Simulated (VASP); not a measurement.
# Ti: single point with PBE

The system is Ti, a sheet with vacuum.

```
Ti
1.0
     4.19240    0.00000    0.00000
    -2.09620    3.63072    0.00000
     0.00000    0.00000   24.74399
Ti
3
Direct
  0.33333 0.66667 0.32445
  0.66667 0.33333 0.32445
  0.00000 0.00000 0.26996
```

The cell was generated, and may not be a known phase.

* Program: VASP 6.6.1
* Task: single point
* Functional: PBE
* Potentials or basis: VASP PAW PBE potentials, release 64 (Ti_sv)
* Cutoff: 520 eV
* k mesh: 12 × 12 × 1
* Occupations: gaussian, width 0.1 eV
* Spin: no spin polarisation
* Dipole correction: yes
* Further INCAR settings: ALGO = Normal; EDIFF = 1e-06; NBANDS = 25

The largest force is 0.025 eV/Å and the band gap on the k mesh is zero (bands 18 and 19 overlap by 0.29 eV).

Forces in eV/Å, atoms in the order of the input:
```
Ti   0.000  0.000 -0.012
Ti   0.000  0.000 -0.012
Ti   0.000  0.000  0.025
```

Levels at points of the mesh, in eV from the Fermi level:
```
           k point  band 14  band 15  band 16  band 17  band 18  band 19  band 20  band 21  band 22  band 23
(0.00, 0.00, 0.00)    -1.52    -0.81    -0.81    -0.60    -0.60    -0.16     0.85     1.16     1.16     2.38
(0.50, 0.00, 0.00)    -1.45    -1.41    -0.71    -0.52    -0.18    -0.09     0.91     0.94     1.24     1.47
```

Run time: 4.8 min on 1 thread of Intel(R) Xeon(R) Platinum 8488C (Sapphire Rapids) (shared host), peak memory 0.48 GiB.
